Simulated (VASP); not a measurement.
# Be2ZnSe3 (P6/mmm) in VASP: relaxation of cell and atoms with PBE

Aim: the relaxation of cell and atoms of Be2ZnSe3 with PBE.

Everything below comes from runs of VASP 6.6.1. Logs are shortened: lines on timing, memory, paths and dates and some standing lists are left out, and cuts for length are marked.

### Step 1. The cell of the first run

Symmetry: P6/mmm, No. 191, hexagonal system. The conventional cell has a = 5.452 Å, b = 5.452 Å, c = 6.666 Å, α = 90.00°, β = 90.00°, γ = 120.00°. Be (site symmetry 6mm) has 1 Be at 2.12 Å and 1 Zn at 2.27 Å within 2.8 Å. Within 3.0 Å of Zn (site symmetry 6/mmm) lie 2 Be at 2.27 Å. Within 3.6 Å of Se (site symmetry mmm) lie 4 Se at 2.73 Å and 4 Be at 2.92 Å.

The cell was generated, and may not be a known phase.

### Step 2. Relaxation of cell and atoms, PBE

The input, INCAR:

```
PREC     = Accurate       # precision mode
ENCUT    = 600            # plane-wave cutoff, eV
EDIFF    = 1E-6           # SCF threshold, eV
ISMEAR   = 0              # smearing method
SIGMA    = 0.1            # smearing width, eV
LREAL    = F              # projectors in reciprocal space
LASPH    = T              # aspherical terms in the spheres
NELM     = 60             # most SCF steps
ALGO     = Normal         # electronic algorithm
ISIF     = 3              # what is computed and relaxed
LWAVE    = F              # write WAVECAR
LCHARG   = F              # write CHGCAR
GGA      = PE             # functional
IBRION   = 2              # ionic algorithm
NSW      = 100            # ionic steps
EDIFFG   = -0.01          # ionic threshold
```

The input, KPOINTS:

```
Automatic mesh
0
Gamma
  12 12 6
```

The input, POSCAR:

```
Be2ZnSe3
1.0
    5.4523669409      0.0000000000      0.0000000000
   -2.7261834705      4.7218882816      0.0000000000
    0.0000000000      0.0000000000      6.6657851647
Be Zn Se
2 1 3
Direct
    0.0000000000      0.0000000000      0.1588189305
    0.0000000000      0.0000000000      0.8411810695
    0.0000000000      0.0000000000      0.5000000000
    0.5000000000      0.0000000000      0.0000000000
    0.0000000000      0.5000000000      0.0000000000
    0.5000000000      0.5000000000      0.0000000000
```

Potentials or basis: VASP PAW PBE potentials, release 64 (Be, Zn, Se).

Command:

```console
$ cat potpaw_PBE.64/Be/POTCAR potpaw_PBE.64/Zn/POTCAR potpaw_PBE.64/Se/POTCAR > POTCAR
$ mpirun -np 1 vasp_std > vasp.out
```

OUTCAR:

```text
PREC = Accurate
   ENCUT = 600
   EDIFF = 1E-6
   ISMEAR = 0
   LREAL = F
   LASPH = T
   NELM = 60
   ISIF = 3
   GGA = PE
   IBRION = 2
   NSW = 100
   EDIFFG = -0.01

 ion  position               nearest neighbor table
   1  0.000  0.000  0.159-   2 2.12   3 2.27
   2  0.000  0.000  0.841-   1 2.12   3 2.27
   3  0.000  0.000  0.500-   1 2.27   2 2.27
   4  0.500  0.000  0.000-   5 2.73   5 2.73   6 2.73   6 2.73
   5  0.000  0.500  0.000-   4 2.73   4 2.73   6 2.73   6 2.73
   6  0.500  0.500  0.000-   5 2.73   5 2.73   4 2.73   4 2.73

  LATTYP: Found a hexagonal cell.
 ALAT       =     5.4523669409
 C/A-ratio  =     1.2225488924

  Lattice vectors:

 A1 = (   5.4523669409,   0.0000000000,   0.0000000000)
 A2 = (  -2.7261834705,   4.7218882816,   0.0000000000)
 A3 = (   0.0000000000,   0.0000000000,   6.6657851647)

Analysis of symmetry for initial positions (statically):
=====================================================================
 Subroutine PRICEL returns:
 Original cell was already a primitive cell.

 Routine SETGRP: Setting up the symmetry group for a
 hexagonal supercell.

 Subroutine GETGRP returns: Found 24 space group operations
 (whereof 24 operations were pure point group operations)
 out of a pool of 24 trial point group operations.

The static configuration has the point symmetry D_6h.

Analysis of symmetry for dynamics (positions and initial velocities):
=====================================================================
 Subroutine PRICEL returns:
 Original cell was already a primitive cell.

 Routine SETGRP: Setting up the symmetry group for a
 hexagonal supercell.

 Subroutine GETGRP returns: Found 24 space group operations
 (whereof 24 operations were pure point group operations)
 out of a pool of 24 trial point group operations.

The dynamic configuration has the point symmetry D_6h.

 Subroutine INISYM returns: Found 24 space group operations
 (whereof 24 operations are pure point group operations),
 and found     1 'primitive' translations

----------------------------------------------------------------------------------------

                                     Primitive cell

  volume of cell :     171.6138

  direct lattice vectors                    reciprocal lattice vectors
     5.452366941  0.000000000  0.000000000     0.183406585  0.105889841  0.000000000
    -2.726183471  4.721888282  0.000000000     0.000000000  0.211779682  0.000000000
     0.000000000  0.000000000  6.665785165     0.000000000  0.000000000  0.150019836

  length of vectors
     5.452366941  5.452366941  6.665785165     0.211779682  0.211779682  0.150019836

  position of ions in fractional coordinates (direct lattice)
     0.000000000  0.000000000  0.158818930
     0.000000000  0.000000000  0.841181070
     0.000000000  0.000000000  0.500000000
     0.500000000  0.000000000  0.000000000
     0.000000000  0.500000000  0.000000000
     0.500000000  0.500000000  0.000000000

  ion indices of the primitive-cell ions
   primitive index   ion index
                 1           1
                 2           2
                 3           3
                 4           4
                 5           5
                 6           6

----------------------------------------------------------------------------------------

 KPOINTS: Automatic mesh

Automatic generation of k-mesh.
 Grid dimensions read from file:
 generate k-points for:   12   12    6

 Generating k-lattice:

  Cartesian coordinates                     Fractional coordinates (reciprocal lattice)
     0.015283882  0.008824153  0.000000000     0.083333333  0.000000000  0.000000000
     0.000000000  0.017648307  0.000000000     0.000000000  0.083333333  0.000000000
     0.000000000  0.000000000  0.025003306     0.000000000  0.000000000  0.166666667

  Length of vectors
     0.017648307  0.017648307  0.025003306

  Shift w.r.t. Gamma in fractional coordinates (k-lattice)
     0.000000000  0.000000000  0.000000000

 Subroutine IBZKPT returns following result:
 ===========================================

 Found     76 irreducible k-points:

 Following reciprocal coordinates:
            Coordinates               Weight
  0.000000  0.000000  0.000000      1.000000
  0.083333  0.000000  0.000000      6.000000
  0.166667 -0.000000  0.000000      6.000000
  0.250000  0.000000  0.000000      6.000000
  0.333333 -0.000000  0.000000      6.000000
  0.416667  0.000000  0.000000      6.000000
[... 16 lines left out ...]
  0.250000  0.000000  0.166667     12.000000
  0.333333 -0.000000  0.166667     12.000000
 [... further k-points ...]
   k-points           NKPTS =     76   k-points in BZ     NKDIM =     76   number of bands    NBANDS=     21
   number of dos      NEDOS =    301   number of ions     NIONS =      6
   total plane-waves  NPLWV = 124416
   dimension x,y,z NGX =    48 NGY =   48 NGZ =   54
   dimension x,y,z NGXF=    96 NGYF=   96 NGZF=  108
   ions per type =               2   1   3
   NGX,Y,Z   is equivalent  to a cutoff of  14.64, 14.64, 13.47 a.u.
   NGXF,Y,Z  is equivalent  to a cutoff of  29.27, 29.27, 26.94 a.u.
 SYSTEM =  unknown system
   PREC   = accura    normal or accurate (medium, high low for compatibility)
   ISTART =      0    job   : 0-new  1-cont  2-samecut
   ICHARG =      2    charge: 1-file 2-atom 10-const
   ISPIN  =      1    spin polarized calculation?
   LNONCOLLINEAR =      F non collinear calculations
   LSORBIT =      F    spin-orbit coupling
   LASPH  =      T    aspherical Exc in radial PAW
   ENCUT  =  600.0 eV  44.10 Ry    6.64 a.u.  10.89 10.89 13.31*2*pi/ulx,y,z
   NELM   =     60;   NELMIN=  2; NELMDL= -5     # of ELM steps
   EDIFF  = 0.1E-05   stopping-criterion for ELM
   LREAL  =      F    real-space projection
   EDIFFG = -.1E-01   stopping-criterion for IOM
   NSW    =    100    number of steps for IOM
   IBRION =      2    ionic relax: 0-MD 1-quasi-New 2-CG
   NFREE  =      1    steps in history (QN), initial steepest desc. (CG)
   ISIF   =      3    stress and relaxation
   ISYM   =      2    0-nonsym 1-usesym 2-fastsym
   POTIM  = 0.5000    time-step for ionic-motion
   TEBEG  =    0.0;   TEEND  =   0.0 temperature during run
   PSTRESS=    0.0 pullay stress
   NELECT =      34.0000    total number of electrons
   NUPDOWN=      -1.0000    fix difference up-down
   EMIN   =  10.00;   EMAX   =-10.00  energy-range for DOS
   EFERMI =   0.00;   METHOD = LEGACY
   ISMEAR =     0;   SIGMA  =   0.10  broadening in eV -4-tet -1-fermi 0-gaus
   EFERMI_NEDOS =   21; number of points for ismear=-14 and -15
   IALGO  =     38    algorithm
   IMIX   =      4    mixing-type and parameters
     AMIX     =   0.40;   BMIX     =  1.00
     AMIX_MAG =   1.60;   BMIX_MAG =  1.00
  volume/ion in A,a.u.               =      28.60       193.02
  Fermi-wavevector in a.u.,A,eV,Ry     =   0.954371  1.803499 12.392506  0.910823
  Thomas-Fermi vector in A             =   2.083111
   LORBIT       =      0    0 simple, 1 ext, 2 COOP (PROOUT), +10 PAW based schemes
   GGA     = PE    functional components
   LHFCALC =     F    Hartree Fock is set to
   AEXX    =    0.0000 exact exchange contribution
   IVDW    =     0    specifies the selected vdW correction
   LEPSILON=     F    determine dielectric tensor
   LRPA    =     F    only Hartree local field effects (RPA)
 conjugate gradient relaxation of ions
 non-spin polarized calculation
 Gauss-broadening in eV      SIGMA  =   0.10
  energy-cutoff  :      600.00
  volume of cell :      171.61
 maximum number of plane-waves:      5754
 NGX is ok and might be reduce to    48
   NGX = 21   NGY = 21   NGZ = 27

--------------------------------------- Ionic step        1  -------------------------------------------

 number of electron      34.0000004 magnetization

 Free energy of the ion-electron system (eV)
  ---------------------------------------------------
  ext. energy  EPLUGINS =         0.00000000
  ---------------------------------------------------
  free energy    TOTEN  =       -14.74657847 eV

  energy without entropy =      -14.71191338  energy(sigma->0) =      -14.72924593

------------------------ aborting loop because EDIFF is reached ----------------------------------------

  FORCE on cell =-STRESS in cart. coord.  units (eV):
  Direction    XX          YY          ZZ          XY          YZ          ZX
  --------------------------------------------------------------------------------------
  -------------------------------------------------------------------------------------
  Total       -0.4403960     -0.4403960      0.1587664      0.0000000      0.0000000      0.0000000
  in kB       -4.1115150     -4.1115150      1.4822353      0.0000000      0.0000000      0.0000000
  external PRESSURE =      -2.2469316 kB  Pullay stress =       0.0000000 kB
[... 145 lines left out ...]
  energy  without entropy=      -14.7143984428  energy(sigma->0) =      -14.73149699

--------------------------------------- Ionic step        5  -------------------------------------------

 number of electron      34.0000001 magnetization

 Free energy of the ion-electron system (eV)
  ---------------------------------------------------
  ext. energy  EPLUGINS =         0.00000000
  ---------------------------------------------------
  free energy    TOTEN  =       -14.74865193 eV

  energy without entropy =      -14.71449488  energy(sigma->0) =      -14.73157341

 E-fermi :   0.8527     XC(G=0):  -7.4715

 val. band max:        0.8503284806   @ k =   0.1667   0.0833   0.0000
 cond. band min:       0.8531394310   @ k =   0.0833   0.0833   0.1667
 fundamental gap:      0.0028109505
 Fermi energy:         0.8526886575

 k-point     1 :       0.0000    0.0000    0.0000
  band No.  band energies     occupation
      1     -14.4126      2.00000
      2     -10.5614      2.00000
      3     -10.5614      2.00000
      4      -6.0951      2.00000
      5      -5.9626      2.00000
      6      -5.7549      2.00000
[... 550 lines left out ...]
      5      -5.7616      2.00000
      6      -5.7567      2.00000
[... 13 lines left out ...]
     20       3.0496      0.00000
     21       3.8255      0.00000

 [... further k-points ...]
[... 5 lines left out ...]
  --------------------------------------------------------------------------------------
  -------------------------------------------------------------------------------------
  Total       -0.0005910     -0.0005910      0.0463580      0.0000000      0.0000000      0.0000000
  in kB       -0.0055517     -0.0055517      0.4354652      0.0000000      0.0000000      0.0000000
  external PRESSURE =       0.1414540 kB  Pullay stress =       0.0000000 kB
[... 21 lines left out ...]
  FREE ENERGIE OF THE ION-ELECTRON SYSTEM (eV)
  ---------------------------------------------------
  free  energy   TOTEN  =       -14.7486519327 eV

  energy  without entropy=      -14.7144948790  energy(sigma->0) =      -14.73157341

 reached required accuracy - stopping structural energy minimisation
```

It took 11 min on 1 thread of AMD EPYC 9R45 (Zen 5), shared host; peak memory 0.59 GiB.

Results:

```
Free energy                           : -14.7487 eV
Relaxed volume                        : 28.43 Å³/atom
Relaxed cell                          : a = 5.430 Å, b = 5.430 Å, c = 6.680 Å, α = 90.00°, β = 90.00°, γ = 120.00°
Space group after relaxing (to 0.1 Å) : P6/mmm (No. 191)
Energy gained by relaxing             : 0.3 meV/atom
Ionic steps                           : 5
Pressure after relaxing               : 0.0 GPa
Largest force after relaxing          : 0.007 eV/Å
Band gap on the k mesh                : zero (bands 17 and 18 overlap by 0.51 eV)
```

Forces on the atoms (eV/Å):
```
Be   0.000  0.000  0.007
Be   0.000  0.000 -0.007
Zn   0.000  0.000  0.000
Se   0.000  0.000  0.000
Se   0.000  0.000  0.000
Se   0.000  0.000  0.000
```

Step by step:
```tsv
step	energy change (eV)	largest force (eV/Å)	pressure (GPa)	volume (Å³)
1	0.0000	0.0151	-0.22	171.61
2	-0.0020	0.0174	-0.01	170.62
3	-0.0020	0.0178	0.04	170.42
4	-0.0020	0.0179	0.03	170.45
5	-0.0021	0.0071	0.01	170.56
```

Final structure:
```xyz
6
Lattice="5.4300 0.0000 0.0000 -2.7150 4.7025 0.0000 0.0000 0.0000 6.6795" Properties=species:S:1:pos:R:3 pbc="T T T"
Be   -2.7150    4.7025    1.0626
Be    5.4300    0.0000    5.6169
Zn   -2.7150    4.7025    3.3398
Se    0.0000    4.7025    0.0000
Se   -1.3575    2.3513    0.0000
Se    1.3575    2.3513    0.0000
```

Levels at points of the mesh, in eV from the Fermi level:
```csv
k point,band 15,band 16,band 17,band 18,band 19,band 20
"(0.00, 0.00, 0.00)",-0.53,-0.53,0.13,2.53,2.96,2.96
"(0.50, 0.00, 0.00)",-1.73,-1.63,-0.91,-0.23,1.12,1.37
"(0.00, 0.00, 0.50)",-0.55,-0.55,-0.08,2.07,2.07,2.53
"(0.50, 0.00, 0.50)",-1.68,-1.63,-1.03,-0.10,1.40,2.18
```

Caveat: semilocal functionals underestimate gaps, and a narrow one can read as zero.
